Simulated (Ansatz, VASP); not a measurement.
## Two plane-wave programs on GaP

```xyz
2
Lattice="0.0000 2.7254 2.8344 2.7254 0.0000 2.8344 2.7254 2.7254 0.0000" Properties=species:S:1:pos:R:3 pbc="T T T"
Ga    0.0000    0.0000    0.0000
P     1.3627    1.3627    1.4172
```

Change from the starting cell: uniaxial_z strain +4.0%.

Alike in both runs: task single point; functional r2SCAN; k mesh 8 × 8 × 8; non-collinear spin, spin-orbit coupling.

|  | VASP | Ansatz |
| --- | --- | --- |
| version | VASP 6.6.1 | Ansatz 0.2.0 |
| potentials or method | VASP PAW PBE potentials, release 64 (Ga_d, P) | plane waves, PAW |
| plane-wave cutoff (eV) | 520 | 500 |
| occupations | gaussian, width 0.01 eV | fixed |
| valence electrons in the cell | 18 | 18 |

|  | VASP | Ansatz | Ansatz less VASP |
| --- | --- | --- | --- |
| pressure (GPa) | -3.3 | -3.2 | +0.10 |
| traceless stress, the component that is largest in VASP (GPa) | -2.26 | -2.26 | +0.007 |
| net moment per atom (μB) | 0.00 | 0.00 | 0.000 |

VASP's potentials were made for PBE, not for r2SCAN.
